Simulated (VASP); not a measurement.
The system is BeSe5.

```
CELL_PARAMETERS angstrom
3.47912 2.00867 2.99641
-3.47912 2.00867 2.99641
0.00000 -4.01734 2.99641
ATOMIC_POSITIONS crystal
Be 0.50000 0.50000 0.50000
Se 0.50000 0.50000 0.00000
Se 0.14768 0.14768 0.14768
Se 0.00000 0.50000 0.50000
Se 0.50000 0.00000 0.50000
Se 0.85232 0.85232 0.85232
```

| Item | Value |
| --- | --- |
| Program | VASP 6.6.1 |
| Task | relaxation of cell and atoms |
| Functional | PBE |
| Potentials or basis | VASP PAW PBE potentials, release 64 (Be, Se) |
| Cutoff | 600 eV |
| k mesh | 6 × 6 × 6 |
| Occupations | gaussian, width 0.1 eV |
| Spin | no spin polarisation |

At the start: pressure 0.6 GPa; volume 20.94 Å³/atom.

Question: How do energy, volume and symmetry change on relaxing?

Answer: Over 7 steps the energy falls by 2.8 meV/atom and the volume is 21.22 Å³/atom (+1.3 %); space group R-3m (No. 166, to 0.05 Å).

The path:
```
step  energy change (eV)  largest force (eV/Å)  pressure (GPa)  volume (Å³)
   1              0.0000                0.1995            0.60       125.64
   2             -0.0092                0.1885           -0.12       127.07
   3             -0.0105                0.1879           -0.54       127.95
   4             -0.0161                0.0414           -0.13       127.44
   5             -0.0165                0.0082            0.02       127.27
   6             -0.0165                0.0123            0.02       127.25
   7             -0.0165                0.0093           -0.01       127.29
```

Final structure:
```xyz
6
Lattice="3.4683 2.0024 3.0549 -3.4683 2.0024 3.0549 0.0000 -4.0048 3.0549" Properties=species:S:1:pos:R:3 pbc="T T T"
Be    0.0000    0.0000    4.5823
Se    0.0000    2.0024    3.0549
Se    0.0000    0.0000    1.3921
Se   -1.7341   -1.0012    3.0549
Se    1.7341   -1.0012    3.0549
Se    0.0000    0.0000    7.7725
```
